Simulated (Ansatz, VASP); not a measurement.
**One calculation of InSb3, two programs**

INCAR

```
SYSTEM = InSb3
ALGO = Normal
EDIFF = 1E-6
ENCUT = 520
GGA = PS
ISIF = 2
ISMEAR = 0
LASPH = .TRUE.
LCHARG = .FALSE.
LREAL = .FALSE.
LWAVE = .FALSE.
NBANDS = 22
NELM = 60
PREC = Accurate
SIGMA = 0.15
```

Contents of KPOINTS:

```
k-points
0
G
  10 10 10
  0 0 0
```

File POSCAR:

```
InSb3
1.0
    4.9670788872      0.0000000000      0.0000000000
    0.0000000000      4.9670788872      0.0000000000
    0.0000000000      0.0000000000      4.3993417704
In Sb
1 3
Direct
    0.0000000000      0.0000000000      0.0000000000
    0.5000000000      0.0000000000      0.5000000000
    0.0000000000      0.5000000000      0.5000000000
    0.5000000000      0.5000000000      0.0000000000
```

Input for Ansatz:

```yaml
crystal:
  lattice:
    - [4.9670788872, 0.0, 0.0]
    - [0.0, 4.9670788872, 0.0]
    - [0.0, 0.0, 4.3993417704]
  atoms:
    - { symbol: In, position: [0.0, 0.0, 0.0] }
    - { symbol: Sb, position: [0.5, 0.0, 0.5] }
    - { symbol: Sb, position: [0.0, 0.5, 0.5] }
    - { symbol: Sb, position: [0.5, 0.5, 0.0] }
basis:
  ecutwfc: 420
kpoints:
  mp_grid: { grid: [10, 10, 10] }
hamiltonian:
  xc: pbesol
  pseudopotentials: { kind: paw, azcp: { folder: soft_1 } }
scf:
  occupations: { method: gaussian, width: 0.15 }
output:
  forces: true
  stress: true
  eigenvalues: true
```

Alike in both runs: task single point; functional PBEsol; k mesh 10 × 10 × 10; occupations gaussian, width 0.15 eV; no spin polarisation.

|  | VASP | Ansatz |
| --- | --- | --- |
| version | VASP 6.6.1 | Ansatz 0.2.0 |
| potentials or method | VASP PAW PBE potentials, release 64 (In_d, Sb), cutoff 520 eV | scalar-relativistic, plane waves, PAW |
| valence electrons in the cell | 28 | 58 |

```csv
,VASP,Ansatz,Ansatz less VASP
gap on the k mesh at the Fermi level (eV),none,none,-
pressure (GPa),-1.6,-1.6,0.00
"traceless stress, the component that is largest in VASP (GPa)",-0.46,-0.46,-0.002
```

VASP's potentials were made for PBE, not for PBEsol, and Ansatz warns of the same on its side. A gap of «none» marks a metal or a gap that the smearing closes. VASP's potentials hold 28 valence electrons a cell and Ansatz's 58, so a difference there can come from the potentials and not from the codes.

Neither program's run includes spin-orbit coupling.
